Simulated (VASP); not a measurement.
ZrGeS, 6 atoms in the cell. Symmetry: P4/nmm, No. 129, tetragonal system. Conventional cell: a = 3.580 Å, b = 3.580 Å, c = 7.874 Å, α = 90.00°, β = 90.00°, γ = 90.00°. Within 3.3 Å of Ge (site symmetry -4m2) lie 4 Ge at 2.53 Å and 4 Zr at 2.81 Å. Zr (site symmetry 4mm) has 5 S at 2.67 to 2.69 Å and 4 Ge at 2.81 Å and 4 Zr at 3.58 Å within 3.6 Å. S (site symmetry 4mm) has 5 Zr at 2.67 to 2.69 Å and 8 S at 3.13 to 3.58 Å and 4 Ge at 3.51 Å within 3.6 Å. 

| Item | Value |
| --- | --- |
| Program | VASP 6.6.1 |
| Task | single point |
| Functional | r2SCAN |
| Potentials or basis | VASP PAW PBE potentials, release 64 (Ge_d, Zr_sv, S) |
| Cutoff | 520 eV |
| k mesh | 5 × 5 × 3 |
| Occupations | tetrahedron |
| Spin | no spin polarisation |
| Dipole correction | no |
| Further INCAR settings | ALGO = Normal; EDIFF = 1e-07; NBANDS = 41 |

Potentials or basis: VASP PAW PBE potentials, release 64 (Ge_d, Zr_sv, S).

The run is started by

```console
$ cat potpaw_PBE.64/Ge_d/POTCAR potpaw_PBE.64/Zr_sv/POTCAR potpaw_PBE.64/S/POTCAR > POTCAR
$ cp INCAR.step1 INCAR
$ mpirun -np 1 vasp_std > vasp.out
$ cp INCAR.step2 INCAR
$ mpirun -np 1 vasp_std > vasp.out
```

Hardware: 1 thread of Intel(R) Xeon(R) 6975P-C (Granite Rapids) (shared host).

Q: Estimate the wall time of this run.

A: Run time: 94 s on 1 thread of Intel(R) Xeon(R) 6975P-C (Granite Rapids), on a shared host, peak memory 0.24 GiB. Counts: k points 12.
